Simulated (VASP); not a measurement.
Here is a VASP 6.6.1 calculation.

File INCAR:

```
SYSTEM = SrO
ALGO = Normal
EDIFF = 1E-6
ENCUT = 600
GGA = PS
GGA_COMPAT = .False.
ISIF = 2
ISMEAR = 0
LASPH = .True.
LCHARG = .False.
LREAL = .False.
LWAVE = .False.
NBANDS = 15
NELM = 120
PREC = Accurate
SIGMA = 0.02
```

Contents of KPOINTS:

```
k-points
0
Gamma
  8 8 8
  0 0 0
```

The input POSCAR:

```
SrO
1.0
    3.5467055314      0.0000000000      0.0000000000
    0.0000000000      3.5467055314      0.0000000000
    0.0000000000      0.0000000000      3.5467055314
Sr O
1 1
Direct
    0.0000000000      0.0000000000      0.0000000000
    0.5000000000      0.5000000000      0.5000000000
```

Potentials or basis: VASP PAW PBE potentials, release 64 (Sr_sv, O).

Launch:

```bash
$ cat potpaw_PBE.64/Sr_sv/POTCAR potpaw_PBE.64/O/POTCAR > POTCAR
$ mpirun -np 1 vasp_std > vasp.out
```

Q: Predict the pressure.

A: -16.3 GPa.

Q: Estimate the band gap on the k mesh.

A: 1.41 eV, indirect (least direct gap 1.57 eV).

Caveat: the cell differs from its parent crystal (Te replaced by O, lengths x 0.870, strained); the PAW data sets were made with another functional, which shifts forces and pressure a little. A k mesh can miss the band edges.
